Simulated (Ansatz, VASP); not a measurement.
# MgS in VASP and in Ansatz

The input INCAR:

```
PREC = Accurate
ENCUT = 520
EDIFF = 1E-7
ISMEAR = 0
SIGMA = 0.05
LREAL = F
LASPH = T
NELM = 80
ALGO = Normal
ISIF = 2
LWAVE = F
LCHARG = F
GGA = PS
NBANDS = 11
```

File KPOINTS:

```
regular mesh
0
Gamma
  8 8 8
```

File POSCAR:

```
MgS
1.0
    0.0000000000      2.5626252500      2.6016500000
    2.5626252500      0.0000000000      2.6016500000
    2.5626252500      2.5626252500      0.0000000000
Mg S
1 1
Direct
    0.0000000000      0.0000000000      0.0000000000
    0.5000000000      0.5000000000      0.5000000000
```

Input for Ansatz:

```yaml
crystal:
  lattice:
    - [0.0, 2.56262525, 2.60165]
    - [2.56262525, 0.0, 2.60165]
    - [2.56262525, 2.56262525, 0.0]
  atoms:
    - { symbol: Mg, position: [0.0, 0.0, 0.0] }
    - { symbol: S, position: [0.5, 0.5, 0.5] }
basis:
  ecutwfc: 420
kpoints:
  mp_grid: { grid: [8, 8, 8] }
hamiltonian:
  xc: pbesol
scf:
  occupations: { method: gaussian, width: 0.05 }
output:
  forces: true
  stress: true
  eigenvalues: true
```

Change from the starting cell: strain -0.015 along x and y, +0.000 along z, atoms carried along.

Alike in both runs: task single point; functional PBEsol; k mesh 8 × 8 × 8; occupations gaussian, width 0.05 eV; no spin polarisation.

|  | VASP | Ansatz |
| --- | --- | --- |
| version | VASP 6.6.1 | Ansatz 0.2.0 |
| potentials or method | VASP PAW PBE potentials, release 64 (Mg, S), cutoff 520 eV | scalar-relativistic, plane waves, PAW |
| valence electrons in the cell | 8 | 16 |

|  | VASP | Ansatz | Ansatz less VASP |
| --- | --- | --- | --- |
| gap on the k mesh at the Fermi level (eV) | 2.70 | 2.69 | -0.005 |
| least direct gap on the mesh (eV) | 3.79 | 3.79 | -0.001 |
| pressure (GPa) | 1.3 | 1.5 | +0.19 |
| traceless stress, the component that is largest in VASP (GPa) | -1.21 | -1.21 | -0.002 |

VASP's potentials were made for PBE, not for PBEsol. With one functional, cell and mesh, what is left measures potentials, basis and numerics. VASP's potentials hold 8 valence electrons a cell and Ansatz's 16, so a difference there can come from the potentials and not from the codes.
